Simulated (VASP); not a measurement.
Here is a VASP 6.6.1 calculation.

The input INCAR:

```
SYSTEM = Bi
PREC = Accurate ; ENCUT = 520
EDIFF = 1E-7 ; ISMEAR = -1
SIGMA = 0.05 ; LREAL = .False.
LASPH = .True. ; NELM = 80
ALGO = Normal ; ISIF = 2
LWAVE = .False. ; LCHARG = .False.
GGA = PE ; NBANDS = 22
```

The input KPOINTS:

```
regular mesh
0
Gamma
  14 14 8
  0 0 0
```

File POSCAR:

```
Bi
1.0
    2.7429657304      0.0000000000      0.0000000000
   -1.3714828652      2.3754780043      0.0000000000
    0.0000000000      0.0000000000      4.3789616768
Bi
2
Direct
    0.3333333333      0.6666666667      0.2500000000
    0.6666666667      0.3333333333      0.7500000000
```

Potentials or basis: VASP PAW PBE potentials, release 64 (Bi_d).

The run is started by

```sh
$ cat potpaw_PBE.64/Bi_d/POTCAR > POTCAR
$ mpirun -np 1 vasp_std > vasp.out
```

Estimate the band gap on the k mesh.

zero (band 15 reaches 29.48 eV, above the bottom of band 16 at 16.66 eV).

What does it give for the pressure?

269.7 GPa.

Stress tensor (GPa, compression positive):
```
269.88   0.00   0.00
  0.00 269.88   0.00
  0.00   0.00 269.30
```

Caveat: spin-orbit coupling is left out, which moves the levels of the heavy elements.
